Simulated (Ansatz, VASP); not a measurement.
## BeTe: VASP beside Ansatz

```
Be Te
1.0
     0.00000    2.77743    2.77743
     2.77743    0.00000    2.77743
     2.77743    2.77743    0.00000
Be Te
1 1
Cartesian
  0.0000 0.0000 0.0000
  1.3887 1.3887 1.3887
```

Alike in both runs: task single point; functional LDA; k mesh 8 × 8 × 8; occupations gaussian, width 0.02 eV; no spin polarisation.

|  | VASP | Ansatz |
| --- | --- | --- |
| version | VASP 6.6.1 | Ansatz 0.2.0 |
| potentials or method | VASP PAW LDA potentials, release 64 (Be, Te), cutoff 600 eV | scalar-relativistic, plane waves, PAW |
| valence electrons in the cell | 8 | 18 |

VASP gave:

| Property | Result |
| --- | --- |
| gap on the k mesh at the Fermi level (eV) | 1.77 |
| pressure (GPa) | 0.3 |

Estimate Ansatz's values.

gap on the k mesh at the Fermi level (eV): 1.79; pressure (GPa): 0.0.

LDA's correlation is that of Perdew and Zunger in VASP and of Perdew and Wang (1992) in Ansatz. VASP's potentials hold 8 valence electrons a cell and Ansatz's 18, so a difference there can come from the potentials and not from the codes.

Neither program's run includes spin-orbit coupling.
